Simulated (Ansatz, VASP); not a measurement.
One calculation of ZnS, two programs

```xyz
4
Lattice="3.8110 0.0000 0.0000 -1.9055 3.3004 0.0000 0.0000 0.0000 6.2340" Properties=species:S:1:pos:R:3 pbc="T T T"
Zn    1.9055    1.1001    3.1170
Zn    0.0000    2.2003    0.0000
S     1.9055    1.1001    5.5171
S     0.0000    2.2003    2.4001
```

Alike in both runs: functional PBEsol-based global hybrid with a share of 0.25 of exact exchange; k mesh 4 × 4 × 3; occupations fermi-dirac, width 0.05 eV; no spin polarisation.

|  | VASP | Ansatz |
| --- | --- | --- |
| version | VASP 6.6.1 | Ansatz 0.2.0 |
| potentials or method | VASP PAW PBE potentials, release 64 (Zn, S) | Ansatz PAW |
| plane-wave cutoff (eV) | 520 | 420 |
| valence electrons in the cell | 36 | 36 |
| task | single point | band structure |

|  | VASP | Ansatz | Ansatz less VASP |
| --- | --- | --- | --- |
| gap on the k mesh at the Fermi level (eV) | 4.03 | 4.01 | -0.019 |
| least direct gap on the mesh (eV) | 4.03 | 4.01 | -0.019 |
| pressure (GPa) | -1.1 | -1.0 | +0.09 |
| traceless stress, the component that is largest in VASP (GPa) | -1.59 | -1.59 | 0.000 |
| rms of the force components (eV/Å) | 0.189 | 0.189 | +0.0001 |

VASP's potentials were made for PBE, not for PBEsol-based global hybrid. Atom by atom the forces differ by 0.000 eV/Å (rms over components).

The k mesh is coarse, so the values compare programs but aren't converged.
